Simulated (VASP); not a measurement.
# Ti3H in VASP: a series of runs

Ti3H is run at these levels: PBE; tasks: single point.

Program: VASP 6.6.1. These are calculated values, not measurements. Logs are shortened: lines on timing, memory, paths and dates and some standing lists are left out, and cuts for length are marked.

## Step 1: The cell of the first run

The cell holds a slab with vacuum, 8 atoms: a = 4.604 Å, b = 4.604 Å, c = 22.497 Å, α = 90.00°, β = 90.00°, γ = 120.00°.

## Step 2: Single point, PBE

Contents of INCAR:

```
SYSTEM = Ti3H
ALGO = Normal ; DIPOL = 0.5 0.5 0.311
EDIFF = 1E-6 ; ENCUT = 520
GGA = PE ; IDIPOL = 3
ISIF = 2 ; ISMEAR = 0
LASPH = .TRUE. ; LCHARG = .TRUE.
LDIPOL = .TRUE. ; LELF = .TRUE.
LREAL = .FALSE. ; LVACPOTAV = .TRUE.
LVHAR = .TRUE. ; LWAVE = .FALSE.
NBANDS = 47 ; NELM = 100
PREC = Accurate ; SIGMA = 0.1
```

Contents of KPOINTS:

```
k-points
0
G
  6 6 1
  0 0 0
```

Contents of POSCAR:

```
Ti3H
1.0
    4.6037402166      0.0000000000      0.0000000000
   -2.3018701083      3.9869559800      0.0000000000
    0.0000000000      0.0000000000     22.4968207969
Ti H
6 2
Direct
    0.6666666667      0.3333333333      0.1778029010
    0.3333333333      0.6666666667      0.2195747826
    0.0000000000      0.0000000000      0.2613466643
    0.6666666667      0.3333333333      0.2980472831
    0.3333333333      0.6666666667      0.3304570154
    0.0000000000      0.0000000000      0.3776898467
    0.1931888214      0.8068111786      0.4119169051
    0.4734778453      0.5265221547      0.4119169051
```

Potentials or basis: VASP PAW PBE potentials, release 64 (Ti_sv, H).

Launch:

```bash
$ cat potpaw_PBE.64/Ti_sv/POTCAR potpaw_PBE.64/H/POTCAR > POTCAR
$ mpirun -np 1 vasp_std > vasp.out
```

OUTCAR:

```text
SYSTEM = Ti3H
   EDIFF = 1E-6
   ENCUT = 520
   GGA = PE
   ISIF = 2
   ISMEAR = 0
   LASPH = .TRUE.
   LREAL = .FALSE.
   NELM = 100
   PREC = Accurate

 ion  position               nearest neighbor table
   1  0.667  0.333  0.178-   4 2.71   2 2.82   2 2.82   2 2.82
   2  0.333  0.667  0.220-   5 2.49   1 2.82   1 2.82   3 2.82   1 2.82   3 2.82   3 2.82
   3  0.000  0.000  0.261-   6 2.62   4 2.78   4 2.78   4 2.78   2 2.82   2 2.82   2 2.82
   4  0.667  0.333  0.298-   1 2.71   5 2.76   5 2.76   5 2.76   3 2.78   3 2.78   3 2.78
   5  0.333  0.667  0.330-   2 2.49   4 2.76   4 2.76   4 2.76   6 2.86   6 2.86   6 2.86
   6  0.000  0.000  0.378-   7 1.72   3 2.62   5 2.86   5 2.86   5 2.86
   7  0.193  0.807  0.412-   6 1.72
   8  0.473  0.527  0.412-

  LATTYP: Found a hexagonal cell.
 ALAT       =     4.6037402166
 C/A-ratio  =     4.8866399359

  Lattice vectors:

 A1 = (   4.6037402166,   0.0000000000,   0.0000000000)
 A2 = (  -2.3018701083,   3.9869559800,   0.0000000000)
 A3 = (   0.0000000000,   0.0000000000,  22.4968207969)

Analysis of symmetry for initial positions (statically):
=====================================================================
 Subroutine PRICEL returns:
 Original cell was already a primitive cell.

 Routine SETGRP: Setting up the symmetry group for a
 hexagonal supercell.

 Subroutine GETGRP returns: Found  2 space group operations
 (whereof  2 operations were pure point group operations)
 out of a pool of 24 trial point group operations.

The static configuration has the point symmetry C_1h.

Analysis of symmetry for dynamics (positions and initial velocities):
=====================================================================
 Subroutine PRICEL returns:
 Original cell was already a primitive cell.

 Routine SETGRP: Setting up the symmetry group for a
 hexagonal supercell.

 Subroutine GETGRP returns: Found  2 space group operations
 (whereof  2 operations were pure point group operations)
 out of a pool of 24 trial point group operations.

The dynamic configuration has the point symmetry C_1h.

 Subroutine INISYM returns: Found  2 space group operations
 (whereof  2 operations are pure point group operations),
 and found     1 'primitive' translations

----------------------------------------------------------------------------------------

                                     Primitive cell

  volume of cell :     412.9271

  direct lattice vectors                    reciprocal lattice vectors
     4.603740217  0.000000000  0.000000000     0.217214689  0.125408959  0.000000000
    -2.301870108  3.986955980  0.000000000     0.000000000  0.250817918  0.000000000
     0.000000000  0.000000000 22.496820797     0.000000000  0.000000000  0.044450725

  length of vectors
     4.603740217  4.603740217 22.496820797     0.250817918  0.250817918  0.044450725

  position of ions in fractional coordinates (direct lattice)
     0.666666667  0.333333333  0.177802901
     0.333333333  0.666666667  0.219574783
     0.000000000  0.000000000  0.261346664
     0.666666667  0.333333333  0.298047283
     0.333333333  0.666666667  0.330457015
     0.000000000  0.000000000  0.377689847
     0.193188821  0.806811179  0.411916905
     0.473477845  0.526522155  0.411916905

  ion indices of the primitive-cell ions
   primitive index   ion index
                 1           1
                 2           2
                 3           3
                 4           4
                 5           5
                 6           6
                 7           7
                 8           8

----------------------------------------------------------------------------------------

 KPOINTS: k-points

Automatic generation of k-mesh.
 Grid dimensions read from file:
 generate k-points for:    6    6    1

 Generating k-lattice:

  Cartesian coordinates                     Fractional coordinates (reciprocal lattice)
     0.036202448  0.020901493  0.000000000     0.166666667  0.000000000  0.000000000
     0.000000000  0.041802986  0.000000000     0.000000000  0.166666667  0.000000000
     0.000000000  0.000000000  0.044450725     0.000000000  0.000000000  1.000000000

  Length of vectors
     0.041802986  0.041802986  0.044450725

  Shift w.r.t. Gamma in fractional coordinates (k-lattice)
     0.000000000  0.000000000  0.000000000

 Subroutine IBZKPT returns following result:
 ===========================================

 Found     13 irreducible k-points:

 Following reciprocal coordinates:
            Coordinates               Weight
  0.000000  0.000000  0.000000      1.000000
  0.166667  0.000000  0.000000      4.000000
 -0.166667  0.166667  0.000000      2.000000
  0.333333  0.000000  0.000000      4.000000
 -0.333333  0.333333  0.000000      2.000000
  0.500000  0.000000  0.000000      2.000000
  0.500000  0.500000  0.000000      1.000000
  0.166667  0.166667  0.000000      2.000000
 -0.166667  0.333333  0.000000      4.000000
  0.333333  0.166667  0.000000      4.000000
 -0.166667  0.500000  0.000000      4.000000
  0.500000  0.333333  0.000000      4.000000
  0.333333  0.333333  0.000000      2.000000
   k-points           NKPTS =     13   k-points in BZ     NKDIM =     13   number of bands    NBANDS=     47
   number of dos      NEDOS =    301   number of ions     NIONS =      8
   total plane-waves  NPLWV = 217728
   dimension x,y,z NGX =    36 NGY =   36 NGZ =  168
   dimension x,y,z NGXF=    72 NGYF=   72 NGZF=  336
   ions per type =               6   2
   NGX,Y,Z   is equivalent  to a cutoff of  13.00, 13.00, 12.41 a.u.
   NGXF,Y,Z  is equivalent  to a cutoff of  26.00, 26.00, 24.83 a.u.
 SYSTEM =  Ti3H
   PREC   = accura    normal or accurate (medium, high low for compatibility)
   ISTART =      0    job   : 0-new  1-cont  2-samecut
   ICHARG =      2    charge: 1-file 2-atom 10-const
   ISPIN  =      1    spin polarized calculation?
   LNONCOLLINEAR =      F non collinear calculations
   LSORBIT =      F    spin-orbit coupling
   LASPH  =      T    aspherical Exc in radial PAW
   ENCUT  =  520.0 eV  38.22 Ry    6.18 a.u.   8.56  8.56 41.83*2*pi/ulx,y,z
   NELM   =    100;   NELMIN=  2; NELMDL= -5     # of ELM steps
   EDIFF  = 0.1E-05   stopping-criterion for ELM
   LREAL  =      F    real-space projection
[... 7 lines left out ...]
   TEBEG  =    0.0;   TEEND  =   0.0 temperature during run
   PSTRESS=    0.0 pullay stress
   NELECT =      74.0000    total number of electrons
   NUPDOWN=      -1.0000    fix difference up-down
   EMIN   =  10.00;   EMAX   =-10.00  energy-range for DOS
   EFERMI =   0.00;   METHOD = LEGACY
   ISMEAR =     0;   SIGMA  =   0.10  broadening in eV -4-tet -1-fermi 0-gaus
   EFERMI_NEDOS =   21; number of points for ismear=-14 and -15
   IALGO  =     38    algorithm
   IMIX   =      4    mixing-type and parameters
     AMIX     =   0.40;   BMIX     =  1.00
     AMIX_MAG =   1.60;   BMIX_MAG =  1.00
  volume/ion in A,a.u.               =      51.62       348.32
  Fermi-wavevector in a.u.,A,eV,Ry     =   0.922984  1.744187 11.590801  0.851900
  Thomas-Fermi vector in A             =   2.048571
   LORBIT       =      0    0 simple, 1 ext, 2 COOP (PROOUT), +10 PAW based schemes
   GGA     = PE    functional components
   LHFCALC =     F    Hartree Fock is set to
   AEXX    =    0.0000 exact exchange contribution
   IVDW    =     0    specifies the selected vdW correction
   LEPSILON=     F    determine dielectric tensor
   LRPA    =     F    only Hartree local field effects (RPA)
 non-spin polarized calculation
 Gauss-broadening in eV      SIGMA  =   0.10
  energy-cutoff  :      520.00
  volume of cell :      412.93
 maximum number of plane-waves:     11163
 NGX is ok and might be reduce to    36
   NGX = 17   NGY = 17   NGZ = 83

 dipolmoment           0.000000      0.000000     -0.264670 electrons x Angstroem

 number of electron      73.9999982 magnetization

 dipolmoment           0.000000      0.000000      0.064756 electrons x Angstroem

 Free energy of the ion-electron system (eV)
  ---------------------------------------------------
  ext. energy  EPLUGINS =         0.00000000
  ---------------------------------------------------
  free energy    TOTEN  =       -49.20705208 eV

  energy without entropy =      -49.13754483  energy(sigma->0) =      -49.17229845

 E-fermi :  -0.5747     XC(G=0):  -3.9358

 val. band max:       -0.5757800748   @ k =   0.0000   0.0000   0.0000
 cond. band min:      -0.5682516017   @ k =  -0.1667   0.3333   0.0000
 fundamental gap:      0.0075284731
 Fermi energy:        -0.5747125590

 k-point     1 :       0.0000    0.0000    0.0000
  band No.  band energies     occupation
      1     -57.6756      2.00000
      2     -57.6687      2.00000
      3     -57.1195      2.00000
      4     -56.9801      2.00000
      5     -56.9316      2.00000
      6     -56.8466      2.00000
[... 39 lines left out ...]
     46       1.2046      0.00000
     47       1.2487      0.00000

 k-point     2 :       0.1667    0.0000    0.0000
  band No.  band energies     occupation
      1     -57.6751      2.00000
      2     -57.6682      2.00000
      3     -57.1115      2.00000
      4     -56.9817      2.00000
      5     -56.9363      2.00000
      6     -56.8496      2.00000
[... 39 lines left out ...]
     46       1.1548      0.00000
     47       1.1829      0.00000

 k-point     3 :      -0.1667    0.1667    0.0000
  band No.  band energies     occupation
      1     -57.6751      2.00000
      2     -57.6682      2.00000
      3     -57.1115      2.00000
      4     -56.9817      2.00000
      5     -56.9363      2.00000
      6     -56.8496      2.00000
[... 39 lines left out ...]
     46       1.1373      0.00000
     47       1.2752      0.00000

 k-point     4 :       0.3333    0.0000    0.0000
  band No.  band energies     occupation
      1     -57.6740      2.00000
      2     -57.6671      2.00000
      3     -57.0932      2.00000
      4     -56.9857      2.00000
      5     -56.9476      2.00000
      6     -56.8554      2.00000
[... 389 lines left out ...]
     46       1.1100      0.00000
     47       1.1927      0.00000

 k-point    12 :       0.5000    0.3333    0.0000
  band No.  band energies     occupation
      1     -57.6735      2.00000
      2     -57.6666      2.00000
      3     -57.0826      2.00000
      4     -56.9854      2.00000
      5     -56.9570      2.00000
      6     -56.8581      2.00000
[... 39 lines left out ...]
     46       0.9916      0.00000
     47       1.2308      0.00000

 k-point    13 :       0.3333    0.3333    0.0000
  band No.  band energies     occupation
      1     -57.6733      2.00000
      2     -57.6663      2.00000
      3     -57.0773      2.00000
      4     -56.9801      2.00000
      5     -56.9670      2.00000
      6     -56.8593      2.00000
[... 39 lines left out ...]
     46       0.8121      0.00000
     47       1.1901      0.00000

------------------------ aborting loop because EDIFF is reached ----------------------------------------

  FORCE on cell =-STRESS in cart. coord.  units (eV):
  Direction    XX          YY          ZZ          XY          YZ          ZX
  --------------------------------------------------------------------------------------
  -------------------------------------------------------------------------------------
  Total       -1.7971405     -3.8369784     -2.0566100     -1.7665515     -0.8779178      1.5205974
  in kB       -6.9729926    -14.8876634     -7.9797472     -6.8543060     -3.4063639      5.8999922
  external PRESSURE =      -9.9468011 kB  Pullay stress =       0.0000000 kB

 VOLUME and BASIS-vectors are now :
 -----------------------------------------------------------------------------
  energy-cutoff  :      520.00
  volume of cell :      412.93
      direct lattice vectors                 reciprocal lattice vectors
     4.603740217  0.000000000  0.000000000     0.217214689  0.125408959  0.000000000
    -2.301870108  3.986955980  0.000000000     0.000000000  0.250817918  0.000000000
     0.000000000  0.000000000 22.496820797     0.000000000  0.000000000  0.044450725

 POSITION                                       TOTAL-FORCE (eV/Angst)
 -----------------------------------------------------------------------------------
      2.30187      1.32899      4.00000        -0.049828      0.028768      0.054263
     -0.00000      2.65797      4.93973        -0.042780      0.024699      0.229847
      0.00000      0.00000      5.87947        -0.023682      0.013673     -0.680711
      2.30187      1.32899      6.70512         0.006865     -0.003963     -0.516859
     -0.00000      2.65797      7.43423        -0.257976      0.148942      2.149968
      0.00000      0.00000      8.49682        -0.698075      0.403034      0.534582
     -0.96778      3.21672      9.26682         1.108355     -0.639909     -0.522123
      0.96778      2.09922      9.26682        -0.042880      0.024757     -1.248966
 -----------------------------------------------------------------------------------
    total drift:                                0.000007     -0.000004      0.000448

  FREE ENERGIE OF THE ION-ELECTRON SYSTEM (eV)
  ---------------------------------------------------
  free  energy   TOTEN  =       -49.2070520796 eV

  energy  without entropy=      -49.1375448268  energy(sigma->0) =      -49.17229845

 vacuum level on the upper side and lower side of the slab         3.425         2.787
```

Wall time 7.1 min (1 thread of Intel Xeon Platinum 8488C (Sapphire Rapids), shared host); peak memory 0.57 GiB.

Results:

```yaml
Free_energy: -49.2071 eV
Largest_force: 2.171 eV/Å
Band_gap_on_the_k_mesh: zero (bands 37 and 38 overlap by 0.15 eV)
```

Forces on the atoms (eV/Å):
```
Ti  -0.050  0.029  0.054
Ti  -0.043  0.025  0.230
Ti  -0.024  0.014 -0.681
Ti   0.007 -0.004 -0.517
Ti  -0.258  0.149  2.150
Ti  -0.698  0.403  0.535
H    1.108 -0.640 -0.522
H   -0.043  0.025 -1.249
```

## Step 3: Single point, PBE

Contents of INCAR:

```
PREC = Accurate ; ENCUT = 520
EDIFF = 1E-6 ; ISMEAR = 0
SIGMA = 0.1 ; LREAL = F
LASPH = T ; NELM = 60
ALGO = Normal ; ISIF = 2
LWAVE = F ; LCHARG = F
LDIPOL = T ; IDIPOL = 3
DIPOL = 0.5 0.5 0.318 ; GGA = PE
NBANDS = 47
```

Contents of KPOINTS:

```
regular mesh
0
Gamma
  6 6 1
```

POSCAR: that of step 2 with these lines changed.

```diff
@@ -14,3 +14,3 @@
     0.0000000000      0.0000000000      0.3776898467
-    0.1931888214      0.8068111786      0.4119169051
-    0.4734778453      0.5265221547      0.4119169051
+    0.1931888214      0.8068111786      0.4403653692
+    0.4734778453      0.5265221547      0.4403653692
```

Potentials or basis: VASP PAW PBE potentials, release 64 (Ti_sv, H).

Launch:

```bash
$ cat potpaw_PBE.64/Ti_sv/POTCAR potpaw_PBE.64/H/POTCAR > POTCAR
$ mpirun -np 1 vasp_std > vasp.out
```

It took 7.1 min on 1 thread of Intel Xeon Platinum 8488C (Sapphire Rapids), shared host; peak memory 0.56 GiB.

The run converged. Its results:

| Quantity | Value |
| --- | --- |
| Free energy | -47.4404 eV |
| Largest force | 2.113 eV/Å |
| Band gap on the k mesh | zero (bands 37 and 38 overlap by 0.19 eV) |

Forces in eV/Å, atoms in the order of the input:
```
Ti  -0.037  0.021  0.089
Ti  -0.021  0.012  0.252
Ti   0.006 -0.003 -0.704
Ti   0.040 -0.023 -0.511
Ti  -0.184  0.106  2.095
Ti   0.525 -0.303  2.024
H   -0.228  0.132 -1.482
H   -0.100  0.058 -1.764
```

Levels at points of the mesh, in eV from the Fermi level:
| k point | band 34 | band 35 | band 36 | band 37 | band 38 | band 39 | band 40 | band 41 |
| --- | --- | --- | --- | --- | --- | --- | --- | --- |
| (0.00, 0.00, 0.00) | -0.50 | -0.50 | -0.27 | -0.16 | -0.08 | -0.04 | 0.03 | 0.53 |
| (0.50, 0.00, 0.00) | -0.41 | -0.34 | -0.28 | -0.12 | -0.06 | 0.04 | 0.40 | 0.47 |
| (0.50, 0.50, 0.00) | -0.42 | -0.40 | -0.24 | -0.05 | 0.01 | 0.19 | 0.38 | 0.54 |

[end of part 1 of 2]

The gap in the log of VASP goes by the Fermi energy; the results here count the filled bands.